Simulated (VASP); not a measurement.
Runs of VASP 6.6.1 on Pd. The structure is that of space group P6_3/mmc (No. 194), or close to it. The cells are those of the table. This isn't the form of Pd at room conditions, which is fcc.

| cell | k mesh | gap on the mesh (eV) | pressure (GPa) |
| --- | --- | --- | --- |
| a = 2.870, b = 2.870, c = 4.797 Å, angles 90.0, 90.0, 120.0°, 2 atoms | 14 × 14 × 8 | none | -4.4 |
| a = 2.833, b = 2.833, c = 4.735 Å, angles 90.0, 90.0, 120.0°, 2 atoms | 21 × 21 × 11 | none | 0.2 |
| a = 2.942, b = 2.942, c = 4.917 Å, angles 90.0, 90.0, 120.0°, 2 atoms | 14 × 14 × 8 | none | -10.6 |
| a = 2.907, b = 2.907, c = 4.858 Å, angles 90.0, 90.0, 120.0°, 2 atoms | 14 × 14 × 8 | none | (b) |
| a = 2.755, b = 2.755, c = 4.605 Å, angles 90.0, 90.0, 120.0°, 2 atoms | 14 × 14 × 8 | none | 14.2 |
| a = 2.833, b = 2.833, c = 4.735 Å, angles 90.0, 90.0, 120.0°, 2 atoms | 14 × 14 × 8 | none | 0.2 |
| a = 2.715, b = 2.715, c = 4.538 Å, angles 90.0, 90.0, 120.0°, 2 atoms | 14 × 14 × 8 | none | 24.4 |
| a = 2.795, b = 2.795, c = 4.671 Å, angles 90.0, 90.0, 120.0°, 2 atoms | 14 × 14 × 8 | none | (a) |

Alike in all rows: task single point; level BLYP; potentials or basis VASP PAW PBE potentials, release 64 (Pd); no spin polarisation; cutoff (eV) 520; smearing fermi-dirac 0.1 eV.

Task: Estimate the missing entries.

Result: (a) 6.3; (b) -7.9.

Caveats: the PAW data sets were made with another functional, which shifts forces and pressure a little; the cell stands under tension (at least some runs); the cell stands under pressure (at least some runs).

A k mesh can miss the band edges, and the runs leave out spin-orbit coupling on Pd.

A gap of «none» marks levels without a gap at the run's occupations.
